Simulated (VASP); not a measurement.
## CuI: single point with PBE

Crystal: CuI.

```
I Cu
1.0
     3.78229   -3.75992    0.00000
     3.78229    3.75992    0.00000
     0.00000    0.00000    4.36368
I Cu
2 2
Direct
  0.22996 0.77004 0.25000
  0.77004 0.22996 0.75000
  0.57956 0.42044 0.25000
  0.42044 0.57956 0.75000
```

| Item | Value |
| --- | --- |
| Program | VASP 6.6.1 |
| Task | single point |
| Functional | PBE |
| Potentials or basis | VASP PAW PBE potentials, release 64 (I, Cu) |
| Cutoff | 520 eV |
| k mesh | 5 × 5 × 6 |
| Occupations | fermi-dirac, width 0.05 eV |
| Spin | no spin polarisation |

| Quantity | Value |
| --- | --- |
| Pressure | 0.0 GPa |
| Largest force | 0.161 eV/Å |
| Band gap on the k mesh | 1.00 eV |

Forces on the atoms (eV/Å):
```
I    0.000 -0.161  0.000
I    0.000  0.161  0.000
Cu   0.000 -0.045  0.000
Cu   0.000  0.045  0.000
```

Stress tensor (GPa, compression positive):
```
 0.69  0.00  0.00
 0.00 -0.29  0.00
 0.00  0.00 -0.50
```

Levels at points of the mesh, in eV from the valence-band top:
| k point | band 14 | band 15 | band 16 | band 17 | band 18 | band 19 | band 20 | band 21 | band 22 | band 23 |
| --- | --- | --- | --- | --- | --- | --- | --- | --- | --- | --- |
| (0.00, 0.00, 0.00) | -1.72 | -1.66 | -1.38 | -0.86 | 0.00 | 1.00 | 1.92 | 2.46 | 4.67 | 5.06 |
| (0.00, 0.00, 0.50) | -1.79 | -1.67 | -1.67 | -1.50 | -1.50 | 3.55 | 3.55 | 3.91 | 3.91 | 6.03 |

Run time: 120 s on 1 thread of Intel(R) Xeon(R) 6975P-C (Granite Rapids), on a shared host, peak memory 0.27 GiB.

Caveat: spin-orbit coupling is left out, which moves the levels of the heavy elements. A k mesh can miss the band edges.
